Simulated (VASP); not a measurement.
# GaAs in VASP: notebook

The runs below take GaAs through single point, relaxation of the atoms, with LDA.

All numbers are computed with VASP 6.6.1; they aren't measurements. Logs are shortened: lines on timing, memory, paths and dates and some standing lists are left out, and cuts for length are marked.

### 1 The cell of the first run

The cell holds a slab with vacuum, 4 atoms: a = 3.962 Å, b = 3.962 Å, c = 19.761 Å, α = 90.00°, β = 90.00°, γ = 90.00°.

### 2 Single point, LDA

File INCAR:

```
ALGO = Normal ; DIPOL = 0.5 0.5 0.311
EDIFF = 1E-6 ; ENCUT = 400
GGA = CA ; GGA_COMPAT = False
IDIPOL = 3 ; ISIF = 2
ISMEAR = 0 ; LASPH = True
LCHARG = False ; LDIPOL = True
LREAL = False ; LWAVE = False
NBANDS = 26 ; NELM = 120
NELMDL = -8 ; PREC = Accurate
SIGMA = 0.05
```

File KPOINTS:

```
k-points
0
Gamma
  7 7 1
```

File POSCAR:

```
GaAs
1.0
    3.9617670063      0.0000000000      0.0000000000
    0.0000000000      3.9617670063      0.0000000000
    0.0000000000      0.0000000000     19.7611875376
As Ga
2 2
Direct
    0.0000000000      0.5000000000      0.2024169849
    0.5000000000      0.0000000000      0.3496095644
    0.5000000000      0.5000000000      0.2732981581
    0.0000000000      0.0000000000      0.4180511683
```

Potentials or basis: VASP PAW LDA potentials, release 64 (As, Ga_d).

Launch:

```
$ cat potpaw_LDA.64/As/POTCAR potpaw_LDA.64/Ga_d/POTCAR > POTCAR
$ mpirun -np 1 vasp_std > vasp.out
```

OUTCAR:

```text
EDIFF = 1E-6
   ENCUT = 400
   GGA = CA
   ISIF = 2
   ISMEAR = 0
   LASPH = True
   LREAL = False
   NELM = 120
   NELMDL = -8
   PREC = Accurate

 ion  position               nearest neighbor table
   1  0.000  0.500  0.202-   3 2.43   3 2.43
   2  0.500  0.000  0.350-   4 2.40   4 2.40   3 2.49   3 2.49
   3  0.500  0.500  0.273-   1 2.43   1 2.43   2 2.49   2 2.49
   4  0.000  0.000  0.418-   2 2.40   2 2.40

  LATTYP: Found a simple tetragonal cell.
 ALAT       =     3.9617670063
 C/A-ratio  =     4.9879731711

  Lattice vectors:

 A1 = (   3.9617670063,   0.0000000000,   0.0000000000)
 A2 = (   0.0000000000,   3.9617670063,   0.0000000000)
 A3 = (   0.0000000000,   0.0000000000,  19.7611875376)

Analysis of symmetry for initial positions (statically):
=====================================================================
 Subroutine PRICEL returns:
 Original cell was already a primitive cell.

 Routine SETGRP: Setting up the symmetry group for a
 simple tetragonal supercell.

 Subroutine GETGRP returns: Found  4 space group operations
 (whereof  4 operations were pure point group operations)
 out of a pool of 16 trial point group operations.

The static configuration has the point symmetry C_2v.

Analysis of symmetry for dynamics (positions and initial velocities):
=====================================================================
 Subroutine PRICEL returns:
 Original cell was already a primitive cell.

 Routine SETGRP: Setting up the symmetry group for a
 simple tetragonal supercell.

 Subroutine GETGRP returns: Found  4 space group operations
 (whereof  4 operations were pure point group operations)
 out of a pool of 16 trial point group operations.

The dynamic configuration has the point symmetry C_2v.

 Subroutine INISYM returns: Found  4 space group operations
 (whereof  4 operations are pure point group operations),
 and found     1 'primitive' translations

----------------------------------------------------------------------------------------

                                     Primitive cell

  volume of cell :     310.1637

  direct lattice vectors                    reciprocal lattice vectors
     3.961767006  0.000000000  0.000000000     0.252412623  0.000000000  0.000000000
     0.000000000  3.961767006  0.000000000     0.000000000  0.252412623  0.000000000
     0.000000000  0.000000000 19.761187538     0.000000000  0.000000000  0.050604246

  length of vectors
     3.961767006  3.961767006 19.761187538     0.252412623  0.252412623  0.050604246

  position of ions in fractional coordinates (direct lattice)
     0.000000000  0.500000000  0.202416985
     0.500000000  0.000000000  0.349609564
     0.500000000  0.500000000  0.273298158
     0.000000000  0.000000000  0.418051168

  ion indices of the primitive-cell ions
   primitive index   ion index
                 1           1
                 2           2
                 3           3
                 4           4

----------------------------------------------------------------------------------------

 KPOINTS: k-points

Automatic generation of k-mesh.
 Grid dimensions read from file:
 generate k-points for:    7    7    1

 Generating k-lattice:

  Cartesian coordinates                     Fractional coordinates (reciprocal lattice)
     0.036058946  0.000000000  0.000000000     0.142857143  0.000000000  0.000000000
     0.000000000  0.036058946  0.000000000     0.000000000  0.142857143  0.000000000
     0.000000000  0.000000000  0.050604246     0.000000000  0.000000000  1.000000000

  Length of vectors
     0.036058946  0.036058946  0.050604246

  Shift w.r.t. Gamma in fractional coordinates (k-lattice)
     0.000000000  0.000000000  0.000000000

 Subroutine IBZKPT returns following result:
 ===========================================

 Found     16 irreducible k-points:

 Following reciprocal coordinates:
            Coordinates               Weight
  0.000000  0.000000  0.000000      1.000000
  0.142857  0.000000  0.000000      2.000000
  0.000000  0.142857  0.000000      2.000000
  0.285714  0.000000  0.000000      2.000000
  0.000000  0.285714  0.000000      2.000000
  0.428571  0.000000  0.000000      2.000000
[... 8 lines left out ...]
 -0.285714  0.428571  0.000000      4.000000
  0.428571  0.428571  0.000000      4.000000
   k-points           NKPTS =     16   k-points in BZ     NKDIM =     16   number of bands    NBANDS=     26
   number of dos      NEDOS =    301   number of ions     NIONS =      4
   total plane-waves  NPLWV = 109760
   dimension x,y,z NGX =    28 NGY =   28 NGZ =  140
   dimension x,y,z NGXF=    56 NGYF=   56 NGZF=  280
   ions per type =               2   2
   NGX,Y,Z   is equivalent  to a cutoff of  11.75, 11.75, 11.78 a.u.
   NGXF,Y,Z  is equivalent  to a cutoff of  23.50, 23.50, 23.56 a.u.
 SYSTEM =  unknown system
   PREC   = accura    normal or accurate (medium, high low for compatibility)
   ISTART =      0    job   : 0-new  1-cont  2-samecut
   ICHARG =      2    charge: 1-file 2-atom 10-const
   ISPIN  =      1    spin polarized calculation?
   LNONCOLLINEAR =      F non collinear calculations
   LSORBIT =      F    spin-orbit coupling
   LASPH  =      T    aspherical Exc in radial PAW
   ENCUT  =  400.0 eV  29.40 Ry    5.42 a.u.   6.46  6.46 32.23*2*pi/ulx,y,z
   NELM   =    120;   NELMIN=  2; NELMDL= -8     # of ELM steps
   EDIFF  = 0.1E-05   stopping-criterion for ELM
   LREAL  =      F    real-space projection
   EDIFFG = 0.1E-04   stopping-criterion for IOM
   NSW    =      0    number of steps for IOM
   IBRION =     -1    ionic relax: 0-MD 1-quasi-New 2-CG
   NFREE  =      0    steps in history (QN), initial steepest desc. (CG)
   ISIF   =      2    stress and relaxation
   ISYM   =      2    0-nonsym 1-usesym 2-fastsym
   POTIM  = 0.5000    time-step for ionic-motion
   TEBEG  =    0.0;   TEEND  =   0.0 temperature during run
   PSTRESS=    0.0 pullay stress
   NELECT =      36.0000    total number of electrons
   NUPDOWN=      -1.0000    fix difference up-down
   EMIN   =  10.00;   EMAX   =-10.00  energy-range for DOS
   EFERMI =   0.00;   METHOD = LEGACY
   ISMEAR =     0;   SIGMA  =   0.05  broadening in eV -4-tet -1-fermi 0-gaus
   EFERMI_NEDOS =   21; number of points for ismear=-14 and -15
   IALGO  =     38    algorithm
   IMIX   =      4    mixing-type and parameters
     AMIX     =   0.40;   BMIX     =  1.00
     AMIX_MAG =   1.60;   BMIX_MAG =  1.00
  volume/ion in A,a.u.               =      77.54       523.27
  Fermi-wavevector in a.u.,A,eV,Ry     =   0.798568  1.509075  8.676588  0.637711
  Thomas-Fermi vector in A             =   1.905504
   LORBIT       =      0    0 simple, 1 ext, 2 COOP (PROOUT), +10 PAW based schemes
   GGA     = CA    functional components
   LHFCALC =     F    Hartree Fock is set to
   AEXX    =    0.0000 exact exchange contribution
   IVDW    =     0    specifies the selected vdW correction
   LEPSILON=     F    determine dielectric tensor
   LRPA    =     F    only Hartree local field effects (RPA)
 non-spin polarized calculation
 Gauss-broadening in eV      SIGMA  =   0.05
  energy-cutoff  :      400.00
  volume of cell :      310.16
 maximum number of plane-waves:      5665
 NGX is ok and might be reduce to    28
   NGX = 13   NGY = 13   NGZ = 65

 number of electron      35.9999975 magnetization

 dipolmoment           0.000000      0.000000     -0.107389 electrons x Angstroem

 Free energy of the ion-electron system (eV)
  ---------------------------------------------------
  ext. energy  EPLUGINS =         0.00000000
  ---------------------------------------------------
  free energy    TOTEN  =       -15.96604983 eV

  energy without entropy =      -15.96171898  energy(sigma->0) =      -15.96388440

 E-fermi :  -2.5965     XC(G=0):  -3.8011

 val. band max:       -2.6248043350   @ k =   0.1429   0.1429   0.0000
 cond. band min:      -2.5538159508   @ k =   0.2857   0.2857   0.0000
 fundamental gap:      0.0709883842
 Fermi energy:        -2.5965490281

 k-point     1 :       0.0000    0.0000    0.0000
  band No.  band energies     occupation
      1     -17.6861      2.00000
      2     -17.5950      2.00000
      3     -17.5766      2.00000
      4     -17.5594      2.00000
      5     -17.5484      2.00000
      6     -17.1813      2.00000
[... 18 lines left out ...]
     25       2.5291      0.00000
     26       2.8506      0.00000

 k-point     2 :       0.1429    0.0000    0.0000
  band No.  band energies     occupation
      1     -17.6813      2.00000
      2     -17.5946      2.00000
      3     -17.5907      2.00000
      4     -17.5613      2.00000
      5     -17.5384      2.00000
      6     -17.1772      2.00000
[... 18 lines left out ...]
     25       2.4444      0.00000
     26       3.0517      0.00000

 k-point     3 :       0.0000    0.1429    0.0000
  band No.  band energies     occupation
      1     -17.6839      2.00000
      2     -17.5963      2.00000
      3     -17.5764      2.00000
      4     -17.5604      2.00000
      5     -17.5478      2.00000
      6     -17.1837      2.00000
[... 18 lines left out ...]
     25       2.6383      0.00000
     26       3.0723      0.00000

 k-point     4 :       0.2857    0.0000    0.0000
  band No.  band energies     occupation
      1     -17.6709      2.00000
      2     -17.6155      2.00000
      3     -17.5937      2.00000
      4     -17.5658      2.00000
      5     -17.5222      2.00000
      6     -17.1678      2.00000
[... 18 lines left out ...]
     25       3.1667      0.00000
     26       3.4069      0.00000
[... 264 lines left out ...]
      1     -17.6599      2.00000
      2     -17.6252      2.00000
      3     -17.5966      2.00000
      4     -17.5742      2.00000
      5     -17.5097      2.00000
      6     -17.1805      2.00000
[... 18 lines left out ...]
     25       3.5919      0.00000
     26       4.3841      0.00000

 k-point    15 :      -0.2857    0.4286    0.0000
  band No.  band energies     occupation
      1     -17.6628      2.00000
      2     -17.6073      2.00000
      3     -17.5998      2.00000
      4     -17.5725      2.00000
      5     -17.5214      2.00000
      6     -17.1977      2.00000
[... 18 lines left out ...]
     25       3.6737      0.00000
     26       4.1564      0.00000

 k-point    16 :       0.4286    0.4286    0.0000
  band No.  band energies     occupation
      1     -17.6592      2.00000
      2     -17.6197      2.00000
      3     -17.5988      2.00000
      4     -17.5768      2.00000
      5     -17.5095      2.00000
      6     -17.1922      2.00000
[... 18 lines left out ...]
     25       3.6392      0.00000
     26       4.3114      0.00000

------------------------ aborting loop because EDIFF is reached ----------------------------------------

 vacuum level on the upper side and lower side of the slab       (xc-potential included)        -0.700         0.477

  FORCE on cell =-STRESS in cart. coord.  units (eV):
  Direction    XX          YY          ZZ          XY          YZ          ZX
  --------------------------------------------------------------------------------------
  -------------------------------------------------------------------------------------
  Total       -1.0840760     -2.2392888     -0.6234474      0.0000000      0.0000000      0.0000000
  in kB       -5.5998888    -11.5672409     -3.2204720      0.0000000      0.0000000      0.0000000
  external PRESSURE =      -6.7958673 kB  Pullay stress =       0.0000000 kB

 VOLUME and BASIS-vectors are now :
 -----------------------------------------------------------------------------
  energy-cutoff  :      400.00
  volume of cell :      310.16
      direct lattice vectors                 reciprocal lattice vectors
     3.961767006  0.000000000  0.000000000     0.252412623  0.000000000  0.000000000
     0.000000000  3.961767006  0.000000000     0.000000000  0.252412623  0.000000000
     0.000000000  0.000000000 19.761187538     0.000000000  0.000000000  0.050604246

 POSITION                                       TOTAL-FORCE (eV/Angst)
 -----------------------------------------------------------------------------------
      0.00000      1.98088      4.00000         0.000000      0.000000      0.431210
      1.98088      0.00000      6.90870         0.000000      0.000000     -0.021661
      1.98088      1.98088      5.40070         0.000000      0.000000     -0.453483
      0.00000      0.00000      8.26119         0.000000      0.000000      0.043935
 -----------------------------------------------------------------------------------
    total drift:                                0.000000      0.000000      0.000550

  FREE ENERGIE OF THE ION-ELECTRON SYSTEM (eV)
  ---------------------------------------------------
  free  energy   TOTEN  =       -15.9660498289 eV

  energy  without entropy=      -15.9617189787  energy(sigma->0) =      -15.96388440

 vacuum level on the upper side and lower side of the slab         1.920         3.128
```

It took 4.8 min on 1 thread of Intel Xeon 8259CL, shared host; peak memory 0.29 GiB.

What came out:

- Free energy: -15.9660 eV
- Largest force: 0.453 eV/Å
- Band gap on the k mesh: zero (bands 18 and 19 overlap by 0.50 eV)

Forces in eV/Å, atoms in the order of the input:
```
As   0.000  0.000  0.431
As   0.000  0.000 -0.022
Ga   0.000  0.000 -0.453
Ga   0.000  0.000  0.044
```

### 3 Relaxation of the atoms, LDA

This run uses another cell than the first one.

File INCAR:

```
SYSTEM = GaAs
ALGO = Normal ; DIPOL = 0.5 0.5 0.500
EDIFF = 1E-6 ; EDIFFG = -0.03
ENCUT = 520 ; GGA = CA
IBRION = 2 ; IDIPOL = 3
ISIF = 2 ; ISMEAR = 0
LASPH = .True. ; LCHARG = .False.
LDIPOL = .True. ; LREAL = .False.
LWAVE = .False. ; NELM = 100
NSW = 70 ; PREC = Accurate
SIGMA = 0.05
```

File KPOINTS:

```
k-points
0
Gamma
  7 7 1
  0 0 0
```

File POSCAR:

```
GaAs
1.0
    3.9617670078      0.0000000000      0.0000000000
    0.0000000000      3.9617670078      0.0000000000
    0.0000000000      0.0000000000     18.2020884751
As Ga
2 2
Selective dynamics
Direct
    0.0000000000      0.5000000000      0.3845712545  F F F
    0.5000000000      0.0000000000      0.5384762485  T T T
    0.5000000000      0.5000000000      0.4615237515  F F F
    0.0000000000      0.0000000000      0.6154287455  T T T
```

Potentials or basis: VASP PAW LDA potentials, release 64 (As, Ga_d).

Launch:

```
$ cat potpaw_LDA.64/As/POTCAR potpaw_LDA.64/Ga_d/POTCAR > POTCAR
$ mpirun -np 1 vasp_std > vasp.out
```

Run time: 9.4 min. Hardware: 1 thread of Intel Xeon Platinum 8259CL at 2.50GHz (Skylake/Cascade Lake), shared host; peak memory 0.33 GiB.

It converged, with:

```yaml
Free_energy: -15.9677 eV
Energy_gained_by_relaxing: 6.9 meV/atom
Ionic_steps: 6
Band_gap_on_the_k_mesh: zero (bands 18 and 19 overlap by 0.50 eV)
```

The path:
```csv
step,energy change (eV),largest force on free atoms (eV/Å),pressure (GPa)
1,0.0000,0.5469,-0.41
2,-0.0118,0.3449,-0.43
3,-0.0187,0.2367,-0.44
4,-0.0218,0.1936,-0.49
5,-0.0272,0.0641,-0.64
6,-0.0278,0.0107,-0.70
```

Final structure:
```
CELL_PARAMETERS angstrom
3.96177 0.00000 0.00000
0.00000 3.96177 0.00000
0.00000 0.00000 18.20209
ATOMIC_POSITIONS crystal
As 0.00000 0.50000 0.38457
As 0.50000 0.00000 0.54459
Ga 0.50000 0.50000 0.46152
Ga 0.00000 0.00000 0.61923
```

Levels at points of the mesh, in eV from the Fermi level:
| k point | band 15 | band 16 | band 17 | band 18 | band 19 | band 20 | band 21 | band 22 |
| --- | --- | --- | --- | --- | --- | --- | --- | --- |
| (0.00, 0.00, 0.00) | -1.94 | -1.65 | -0.39 | 0.46 | 0.87 | 1.91 | 2.42 | 2.82 |

The gap in the log of VASP goes by the Fermi energy; the results here count the filled bands.